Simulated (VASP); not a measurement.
Write the native input for VASP 6.6.1 that does the following.

* Task: single point
* Functional: LDA
* Potentials or basis: VASP PAW LDA potentials, release 64 (Al, Co)
* Cutoff: 520 eV
* k mesh: 12 × 9 × 17
* Occupations: gaussian, width 0.1 eV
* Spin: no spin polarisation
* Dipole correction: no
* Further INCAR settings: ALGO = Fast; EDIFF = 1e-07; NBANDS = 13; ISYM = 0

The structure of AlCo lies in POSCAR:

```
AlCo
1.0
    2.7937192601      0.0000000000      0.0000000000
    0.0000000000      3.9509156671      0.0000000000
    0.0000000000      1.9754578336      1.9754578336
Al Co
1 1
Direct
    0.0000000000      0.0000000000      0.0000000000
    0.5000000000      0.5000000000      0.0000000000
```

One way to write it, as run:

INCAR

```
SYSTEM = AlCo
PREC     = Accurate       ! precision mode
ENCUT    = 520            ! plane-wave cutoff, eV
EDIFF    = 1E-7           ! SCF threshold, eV
ISMEAR   = 0              ! smearing method
SIGMA    = 0.1            ! smearing width, eV
LREAL    = .False.        ! projectors in reciprocal space
LASPH    = .True.         ! aspherical terms in the spheres
NELM     = 60             ! most SCF steps
ALGO     = Fast           ! electronic algorithm
ISIF     = 2              ! what is computed and relaxed
LWAVE    = .False.        ! write WAVECAR
LCHARG   = .True.         ! write CHGCAR
LELF     = .True.         ! ELF
LVHAR    = .True.       
NBANDS   = 13             ! bands
ISYM     = 0
```

KPOINTS

```
regular mesh
0
Gamma
  12 9 17
  0 0 0
```

Potentials or basis: VASP PAW LDA potentials, release 64 (Al, Co).

The run is started by

```bash
$ cat potpaw_LDA.64/Al/POTCAR potpaw_LDA.64/Co/POTCAR > POTCAR
$ mpirun -np 1 vasp_std > vasp.out
```

It gave:

The pressure is 0.3 GPa and the band gap on the k mesh is zero (bands 6 and 7 overlap by 2.53 eV).

Caveat: the run has no spin polarisation, though such a crystal can be magnetic.

It took 6.8 min on 1 thread of AMD EPYC 7R43 64-Core Processor (Zen 3), with other jobs on the host, peak memory 0.34 GiB.
